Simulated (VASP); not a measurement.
# CdS (Hawleyite) (F-43m) in VASP: a series of runs, part 2 of 2

VASP 6.6.1.

### 3 Single point, PBE (volume changed by -3%)

File INCAR:

```
  PREC = Accurate
  ENCUT = 520
  EDIFF = 1E-7
  ISMEAR = 0
  SIGMA = 0.01
  LREAL = False
  LASPH = True
  NELM = 80
  ALGO = Normal
  ISIF = 2
  LWAVE = False
  LCHARG = False
  GGA = PE
  NBANDS = 16
```

File KPOINTS:

```
Automatic mesh
0
Gamma
  6 6 6
```

File POSCAR:

```
CdS
1.0
    0.0000000000      2.9332775952      2.9332775952
    2.9332775952      0.0000000000      2.9332775952
    2.9332775952      2.9332775952      0.0000000000
Cd S
1 1
Direct
    0.0000000000      0.0000000000      0.0000000000
    0.2500000000      0.2500000000      0.2500000000
```

Potentials or basis: VASP PAW PBE potentials, release 64 (Cd, S).

Launch:

```sh
> cat potpaw_PBE.64/Cd/POTCAR potpaw_PBE.64/S/POTCAR > POTCAR
> mpirun -np 1 vasp_std > vasp.out
```

OUTCAR:

```text
PREC = Accurate
   ENCUT = 520
   EDIFF = 1E-7
   ISMEAR = 0
   LREAL = False
   LASPH = True
   NELM = 80
   ISIF = 2
   GGA = PE

 ion  position               nearest neighbor table
   1  0.000  0.000  0.000-   2 2.54   2 2.54   2 2.54   2 2.54
   2  0.250  0.250  0.250-   1 2.54   1 2.54   1 2.54   1 2.54

  LATTYP: Found a face centered cubic cell.
 ALAT       =     5.8665551904

  Lattice vectors:

 A1 = (   0.0000000000,   2.9332775952,   2.9332775952)
 A2 = (   2.9332775952,   0.0000000000,   2.9332775952)
 A3 = (   2.9332775952,   2.9332775952,   0.0000000000)

Analysis of symmetry for initial positions (statically):
=====================================================================
 Subroutine PRICEL returns:
 Original cell was already a primitive cell.

 Routine SETGRP: Setting up the symmetry group for a
 face centered cubic supercell.

 Subroutine GETGRP returns: Found 24 space group operations
 (whereof 24 operations were pure point group operations)
 out of a pool of 48 trial point group operations.

The static configuration has the point symmetry T_d .

[... 149 lines left out ...]
  energy without entropy =       -6.13343706  energy(sigma->0) =       -6.13343706

 E-fermi :   1.2210     XC(G=0):  -9.0683

 val. band max:        1.1704476818   @ k =   0.0000   0.0000   0.0000
 cond. band min:       2.2811626651   @ k =   0.0000   0.0000   0.0000
 fundamental gap:      1.1107149834
 Fermi energy:         1.2210322533

 k-point     1 :       0.0000    0.0000    0.0000
  band No.  band energies     occupation
      1     -11.0948      2.00000
      2      -6.4987      2.00000
      3      -6.4987      2.00000
      4      -6.4987      2.00000
      5      -6.0423      2.00000
      6      -6.0423      2.00000
[... 281 lines left out ...]
      3      -6.2392      2.00000
      4      -6.1157      2.00000
      5      -6.0020      2.00000
      6      -5.4800      2.00000
[... 8 lines left out ...]
     15      14.3194      0.00000
     16      14.4285      0.00000

------------------------ aborting loop because EDIFF is reached ----------------------------------------

  FORCE on cell =-STRESS in cart. coord.  units (eV):
  Direction    XX          YY          ZZ          XY          YZ          ZX
  --------------------------------------------------------------------------------------
  -------------------------------------------------------------------------------------
  Total        0.6594536      0.6594536      0.6594536      0.0000000      0.0000000      0.0000000
  in kB       20.9317413     20.9317413     20.9317413      0.0000000      0.0000000      0.0000000
  external PRESSURE =      20.9317413 kB  Pullay stress =       0.0000000 kB

 VOLUME and BASIS-vectors are now :
 -----------------------------------------------------------------------------
  energy-cutoff  :      520.00
  volume of cell :       50.48
      direct lattice vectors                 reciprocal lattice vectors
     0.000000000  2.933277595  2.933277595    -0.170457784  0.170457784  0.170457784
     2.933277595  0.000000000  2.933277595     0.170457784 -0.170457784  0.170457784
     2.933277595  2.933277595  0.000000000     0.170457784  0.170457784 -0.170457784

 POSITION                                       TOTAL-FORCE (eV/Angst)
 -----------------------------------------------------------------------------------
      0.00000      0.00000      0.00000        -0.000000     -0.000000      0.000000
      1.46664      1.46664      1.46664         0.000000      0.000000     -0.000000
 -----------------------------------------------------------------------------------
    total drift:                               -0.000000     -0.000000     -0.000000

  FREE ENERGIE OF THE ION-ELECTRON SYSTEM (eV)
  ---------------------------------------------------
  free  energy   TOTEN  =        -6.1334370567 eV

  energy  without entropy=       -6.1334370567  energy(sigma->0) =       -6.13343706
```

OSZICAR:

```text
N       E                     dE             d eps       ncg     rms          rms(c)
DAV:   1     0.103142478153E+03    0.10314E+03   -0.90190E+03   536   0.102E+03
DAV:   2    -0.250307145653E+01   -0.10565E+03   -0.10014E+03   632   0.249E+02
DAV:   3    -0.665522935440E+01   -0.41522E+01   -0.41422E+01   616   0.504E+01
DAV:   4    -0.668124034754E+01   -0.26011E-01   -0.26009E-01   632   0.392E+00
DAV:   5    -0.668158666640E+01   -0.34632E-03   -0.34631E-03   648   0.431E-01    0.782E+00
DAV:   6    -0.615195967201E+01    0.52963E+00   -0.84577E-01   760   0.114E+01    0.631E+00
DAV:   7    -0.613299281269E+01    0.18967E-01   -0.19392E-01   616   0.301E+00    0.310E+00
DAV:   8    -0.613329880500E+01   -0.30599E-03   -0.17692E-02   600   0.167E+00    0.299E-01
DAV:   9    -0.613322523668E+01    0.73568E-04   -0.20448E-03   616   0.661E-01    0.602E-02
DAV:  10    -0.613335921537E+01   -0.13398E-03   -0.24514E-04   592   0.154E-01    0.691E-02
DAV:  11    -0.613344455444E+01   -0.85339E-04   -0.13370E-04   648   0.922E-02    0.233E-02
DAV:  12    -0.613343608372E+01    0.84707E-05   -0.25543E-05   648   0.655E-02    0.977E-03
DAV:  13    -0.613343738242E+01   -0.12987E-05   -0.41283E-06   600   0.118E-02    0.974E-03
DAV:  14    -0.613343707751E+01    0.30491E-06   -0.30643E-07   720   0.340E-03    0.494E-03
DAV:  15    -0.613343705675E+01    0.20765E-07   -0.41567E-08   352   0.129E-03
   1 F= -.61334371E+01 E0= -.61334371E+01  d E =-.604414E-15
```

Wall time 28 s (1 thread of AMD EPYC 7R13, shared host); peak memory 0.15 GiB.

Results:

- Free energy: -6.1334 eV
- Pressure: 2.1 GPa
- Band gap on the k mesh: 1.11 eV, direct

Levels at points of the mesh, in eV from the valence-band top:
```csv
k point,band 6,band 7,band 8,band 9,band 10,band 11,band 12,band 13
"(0.00, 0.00, 0.00)",-7.21,0.00,0.00,0.00,1.11,6.55,6.55,6.55
"(0.50, 0.00, 0.00)",-6.85,-4.30,-0.73,-0.73,2.99,7.01,7.01,7.43
"(0.50, 0.50, 0.00)",-6.78,-3.88,-1.82,-1.82,3.58,4.33,9.16,10.68
```

Caveat: the cell differs from its parent crystal (volume changed by -3%).

### 4 Single point, PBE

This run uses another cell than the first one, of 26.02 Å³/atom, 1.064 times its volume.

File INCAR:

```
  PREC = Accurate
  ENCUT = 520
  EDIFF = 1E-7
  ISMEAR = 0
  SIGMA = 0.01
  LREAL = F
  LASPH = T
  NELM = 80
  ALGO = Normal
  ISIF = 2
  LWAVE = F
  LCHARG = F
  GGA = PE
  NBANDS = 16
```

KPOINTS is that of step 3.

File POSCAR:

```
CdS
1.0
    0.0000000000      2.9632110667      2.9632110667
    2.9632110667      0.0000000000      2.9632110667
    2.9632110667      2.9632110667      0.0000000000
Cd S
1 1
Direct
    0.0000000000      0.0000000000      0.0000000000
    0.2500000000      0.2500000000      0.2500000000
```

Potentials or basis: VASP PAW PBE potentials, release 64 (Cd, S).

Launch:

```sh
> cat potpaw_PBE.64/Cd/POTCAR potpaw_PBE.64/S/POTCAR > POTCAR
> mpirun -np 1 vasp_std > vasp.out
```

OUTCAR:

```text
PREC = Accurate
   ENCUT = 520
   EDIFF = 1E-7
   ISMEAR = 0
   LREAL = F
   LASPH = T
   NELM = 80
   ISIF = 2
   GGA = PE

 ion  position               nearest neighbor table
   1  0.000  0.000  0.000-   2 2.57   2 2.57   2 2.57   2 2.57
   2  0.250  0.250  0.250-   1 2.57   1 2.57   1 2.57   1 2.57

  LATTYP: Found a face centered cubic cell.
 ALAT       =     5.9264221334

  Lattice vectors:

 A1 = (   0.0000000000,   2.9632110667,   2.9632110667)
 A2 = (   2.9632110667,   0.0000000000,   2.9632110667)
 A3 = (   2.9632110667,   2.9632110667,   0.0000000000)

Analysis of symmetry for initial positions (statically):
=====================================================================
 Subroutine PRICEL returns:
 Original cell was already a primitive cell.

 Routine SETGRP: Setting up the symmetry group for a
 face centered cubic supercell.

 Subroutine GETGRP returns: Found 24 space group operations
 (whereof 24 operations were pure point group operations)
 out of a pool of 48 trial point group operations.

The static configuration has the point symmetry T_d .

Analysis of symmetry for dynamics (positions and initial velocities):
[... 149 lines left out ...]

 E-fermi :   0.9754     XC(G=0):  -8.9274

 val. band max:        0.9204387557   @ k =   0.0000   0.0000   0.0000
 cond. band min:       1.9629989789   @ k =   0.0000   0.0000   0.0000
 fundamental gap:      1.0425602233
 Fermi energy:         0.9753756225

 k-point     1 :       0.0000    0.0000    0.0000
  band No.  band energies     occupation
      1     -11.1682      2.00000
      2      -6.6502      2.00000
      3      -6.6502      2.00000
      4      -6.6502      2.00000
      5      -6.2331      2.00000
      6      -6.2331      2.00000
[... 281 lines left out ...]
      3      -6.4134      2.00000
      4      -6.2992      2.00000
      5      -6.1957      2.00000
      6      -5.7127      2.00000
[... 8 lines left out ...]
     15      13.9741      0.00000
     16      14.0684      0.00000

------------------------ aborting loop because EDIFF is reached ----------------------------------------

  FORCE on cell =-STRESS in cart. coord.  units (eV):
  Direction    XX          YY          ZZ          XY          YZ          ZX
  --------------------------------------------------------------------------------------
  -------------------------------------------------------------------------------------
  Total        0.0985523      0.0985523      0.0985523      0.0000000      0.0000000     -0.0000000
  in kB        3.0343075      3.0343075      3.0343075      0.0000000      0.0000000     -0.0000000
  external PRESSURE =       3.0343075 kB  Pullay stress =       0.0000000 kB

 VOLUME and BASIS-vectors are now :
 -----------------------------------------------------------------------------
  energy-cutoff  :      520.00
  volume of cell :       52.04
      direct lattice vectors                 reciprocal lattice vectors
     0.000000000  2.963211067  2.963211067    -0.168735871  0.168735871  0.168735871
     2.963211067  0.000000000  2.963211067     0.168735871 -0.168735871  0.168735871
     2.963211067  2.963211067  0.000000000     0.168735871  0.168735871 -0.168735871

 POSITION                                       TOTAL-FORCE (eV/Angst)
 -----------------------------------------------------------------------------------
      0.00000      0.00000      0.00000        -0.000000     -0.000000      0.000000
      1.48161      1.48161      1.48161         0.000000      0.000000     -0.000000
 -----------------------------------------------------------------------------------
    total drift:                               -0.000000     -0.000000     -0.000000

  FREE ENERGIE OF THE ION-ELECTRON SYSTEM (eV)
  ---------------------------------------------------
  free  energy   TOTEN  =        -6.1450789635 eV

  energy  without entropy=       -6.1450789635  energy(sigma->0) =       -6.14507896
```

OSZICAR:

```text
N       E                     dE             d eps       ncg     rms          rms(c)
DAV:   1     0.116177220474E+03    0.11618E+03   -0.90807E+03   512   0.102E+03
DAV:   2    -0.195925652890E+01   -0.11814E+03   -0.11017E+03   592   0.257E+02
DAV:   3    -0.666853013110E+01   -0.47093E+01   -0.46980E+01   656   0.540E+01
DAV:   4    -0.669900401509E+01   -0.30474E-01   -0.30470E-01   640   0.425E+00
DAV:   5    -0.669940398007E+01   -0.39996E-03   -0.39996E-03   664   0.465E-01    0.732E+00
DAV:   6    -0.616251597401E+01    0.53689E+00   -0.86728E-01   776   0.112E+01    0.599E+00
DAV:   7    -0.614468041681E+01    0.17836E-01   -0.18633E-01   600   0.294E+00    0.300E+00
DAV:   8    -0.614490814619E+01   -0.22773E-03   -0.16591E-02   608   0.159E+00    0.273E-01
DAV:   9    -0.614484831494E+01    0.59831E-04   -0.19387E-03   616   0.622E-01    0.617E-02
DAV:  10    -0.614499719522E+01   -0.14888E-03   -0.24799E-04   624   0.148E-01    0.726E-02
DAV:  11    -0.614508629656E+01   -0.89101E-04   -0.14393E-04   616   0.910E-02    0.261E-02
DAV:  12    -0.614507798747E+01    0.83091E-05   -0.23541E-05   656   0.600E-02    0.921E-03
DAV:  13    -0.614507904506E+01   -0.10576E-05   -0.30850E-06   592   0.105E-02    0.603E-03
DAV:  14    -0.614507896351E+01    0.81544E-07   -0.24555E-07   640   0.311E-03
   1 F= -.61450790E+01 E0= -.61450790E+01  d E =-.612050E-17
```

stdout:

```text
POSCAR found type information on POSCAR CdS
 POSCAR found :  2 types and       2 ions
 scaLAPACK will be used
 LDA part: xc-table for (Slater+PW92), standard interpolation
 POSCAR, INCAR and KPOINTS ok, starting setup
 FFT: planning ... GRIDC
 FFT: planning ... GRID_SOFT
 FFT: planning ... GRID
 WAVECAR not read
 entering main loop
```

It took 28 s on 1 thread of AMD EPYC 7R13, shared host; peak memory 0.15 GiB.

What came out:

* Free energy: -6.1451 eV
* Pressure: 0.3 GPa
* Band gap on the k mesh: 1.04 eV, direct

### 5 Single point, PBE (volume changed by +3%)

File INCAR:

```
SYSTEM = CdS
  ALGO = Normal
  EDIFF = 1E-6
  ENCUT = 520
  GGA = PE
  ISIF = 2
  ISMEAR = 0
  LASPH = .True.
  LCHARG = .False.
  LREAL = .False.
  LWAVE = .False.
  NBANDS = 16
  NELM = 60
  PREC = Accurate
  SIGMA = 0.01
```

File KPOINTS:

```
k-points
0
Gamma
  6 6 6
  0 0 0
```

File POSCAR:

```
CdS
1.0
    0.0000000000      2.9925516983      2.9925516983
    2.9925516983      0.0000000000      2.9925516983
    2.9925516983      2.9925516983      0.0000000000
Cd S
1 1
Direct
    0.0000000000      0.0000000000      0.0000000000
    0.2500000000      0.2500000000      0.2500000000
```

Launch:

```sh
> cat potpaw_PBE.64/Cd/POTCAR potpaw_PBE.64/S/POTCAR > POTCAR
> mpirun -np 1 vasp_std > vasp.out
```

Run time: 27 s. Hardware: 1 thread of AMD EPYC 7R13, shared host; peak memory 0.15 GiB.

The run converged. Its results:

- Free energy: -6.1407 eV
- Pressure: -1.2 GPa
- Band gap on the k mesh: 0.98 eV, direct

Levels at points of the mesh, in eV from the valence-band top:
```csv
k point,band 7,band 8,band 9,band 10,band 11,band 12
"(0.00, 0.00, 0.00)",0.00,0.00,0.00,0.98,6.55,6.55
"(0.50, 0.00, 0.00)",-3.96,-0.65,-0.65,2.89,6.99,6.99
"(0.50, 0.50, 0.00)",-3.63,-1.63,-1.63,3.67,4.23,8.92
```

Caveat: the cell differs from its parent crystal (volume changed by +3%).

### 6 Single point, PBE (volume changed by +6%)

File INCAR:

```
  PREC = Accurate
  ENCUT = 520
  EDIFF = 1E-6
  ISMEAR = 0
  SIGMA = 0.01
  LREAL = F
  LASPH = T
  NELM = 100
  ALGO = Normal
  ISIF = 2
  LWAVE = F
  LCHARG = T
  GGA = PE
  LELF = T
  LVHAR = T
  NBANDS = 16
```

File KPOINTS:

```
Automatic mesh
0
Gamma
  6 6 6
```

File POSCAR:

```
CdS
1.0
    0.0000000000      3.0213279991      3.0213279991
    3.0213279991      0.0000000000      3.0213279991
    3.0213279991      3.0213279991      0.0000000000
Cd S
1 1
Direct
    0.0000000000      0.0000000000      0.0000000000
    0.2500000000      0.2500000000      0.2500000000
```

Potentials or basis: VASP PAW PBE potentials, release 64 (Cd, S).

Launch:

```sh
> cat potpaw_PBE.64/Cd/POTCAR potpaw_PBE.64/S/POTCAR > POTCAR
> mpirun -np 1 vasp_std > vasp.out
```

Run time: 32 s. Hardware: 1 thread of AMD EPYC 7R13, shared host; peak memory 0.15 GiB.

The run converged. Its results:

```
Free energy            : -6.1227 eV
Pressure               : -2.5 GPa
Band gap on the k mesh : 0.91 eV, direct
```

Levels at points of the mesh, in eV from the valence-band top:
```csv
k point,band 6,band 7,band 8,band 9,band 10,band 11,band 12,band 13
"(0.00, 0.00, 0.00)",-7.07,0.00,0.00,0.00,0.91,6.54,6.54,6.54
"(0.50, 0.00, 0.00)",-6.77,-3.80,-0.61,-0.61,2.83,6.98,6.98,7.14
"(0.50, 0.50, 0.00)",-6.71,-3.51,-1.54,-1.54,3.71,4.17,8.81,10.14
```

Caveat: the cell differs from its parent crystal (volume changed by +6%).

### 7 The runs side by side

| cell | gap on the mesh (eV) | pressure (GPa) |
| --- | --- | --- |
| a = 4.105 Å, angles 60.0°, 2 atoms | 1.18 | 4.2 |
| a = 4.148 Å, angles 60.0°, 2 atoms | 1.11 | 2.1 |
| a = 4.191 Å, angles 60.0°, 2 atoms | 1.04 | 0.3 |
| a = 4.232 Å, angles 60.0°, 2 atoms | 0.98 | -1.2 |
| a = 4.273 Å, angles 60.0°, 2 atoms | 0.91 | -2.5 |

Alike in all rows: task single point; level PBE; potentials or basis VASP PAW PBE potentials, release 64 (Cd, S); no spin polarisation; k mesh 6 × 6 × 6; cutoff (eV) 520; smearing gaussian 0.01 eV.

Total energies depend on the potentials used, so only differences within one code and one set of settings carry meaning.
